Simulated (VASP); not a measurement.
Ta: single point with LDA

Crystal: Ta.

```
Ta
1.0
    -1.85359    1.85359    1.31049
     1.85359   -1.85359    1.31049
     1.85359    1.85359   -1.31049
Ta
1
Direct
  0.00000 0.00000 0.00000
```

This cell differs from its parent crystal: ratio of the length along z to the lengths across it x 0.707, volume and fractional coordinates fixed.

```yaml
Program: VASP 6.6.1
Task: single point
Functional: LDA
Potentials_or_basis: VASP PAW LDA potentials, release 64 (Ta_pv)
Cutoff: 500 eV
k_mesh: 22 × 22 × 22
Occupations: gaussian, width 0.2 eV
Spin: no spin polarisation
```

The pressure is -0.1 GPa.

Stress tensor (GPa, compression positive):
```
-6.54  0.00  0.00
 0.00 -6.54  0.00
 0.00  0.00 12.88
```

Levels at points of the mesh, in eV from the Fermi level:
```
           k point  band 2  band 3  band 4  band 5  band 6  band 7  band 8  band 9  band 10  band 11
(0.00, 0.00, 0.00)  -33.30  -32.65   -8.10   -1.99   -0.34    3.36    3.36    5.37    13.45    13.45
(0.50, 0.00, 0.00)  -33.53  -33.44   -4.51   -2.91    2.92    2.97    6.17    7.17    11.96    13.45
(0.50, 0.50, 0.00)  -33.22  -32.80   -4.91   -0.38   -0.04    2.40    2.59    7.39     9.90    13.50
(0.50, 0.50, 0.50)  -34.18  -32.96   -4.49   -3.94    5.71    5.71    6.88    6.88     7.30    13.44
```

Run time: 36 s on 1 thread of Intel(R) Xeon(R) 6975P-C (Granite Rapids), with other jobs on the host, peak memory 0.26 GiB.

Caveat: spin-orbit coupling is left out, which moves the levels of the heavy elements.
